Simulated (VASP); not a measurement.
A run of VASP 6.6.1:

INCAR

```
SYSTEM = HfO2
PREC = Accurate
ENCUT = 520
EDIFF = 1E-8
ISMEAR = 0
SIGMA = 0.01
LREAL = .False.
LASPH = .True.
NELM = 100
ALGO = Normal
ISIF = 2
LWAVE = .False.
LCHARG = .True.
GGA = PE
IBRION = 8
NSW = 1
LEPSILON = .True.
```

The input KPOINTS:

```
regular mesh
0
Gamma
  8 8 8
  0 0 0
```

Contents of POSCAR:

```
HfO2
1.0
    0.0000000000      2.5487984378      2.5487984378
    2.5487984378      0.0000000000      2.5487984378
    2.5487984378      2.5487984378      0.0000000000
Hf O
1 2
Direct
    0.0000000000      0.0000000000      0.0000000000
    0.7500000000      0.7500000000      0.7500000000
    0.2500000000      0.2500000000      0.2500000000
```

Potentials or basis: VASP PAW PBE potentials, release 64 (Hf_pv, O).

Launch:

```console
$ cat potpaw_PBE.64/Hf_pv/POTCAR potpaw_PBE.64/O/POTCAR > POTCAR
$ mpirun -np 1 vasp_std > vasp.out
```

Hardware: 1 thread of Intel(R) Xeon(R) Platinum 8259CL CPU @ 2.50GHz (Skylake/Cascade Lake) (shared host).

Q: How long does it take, and how much memory?

A: Wall time 9.3 min on 1 thread of Intel(R) Xeon(R) Platinum 8259CL CPU @ 2.50GHz (Skylake/Cascade Lake), on a shared host, peak memory 0.29 GiB. Counts: scf iterations 151, k points 29.
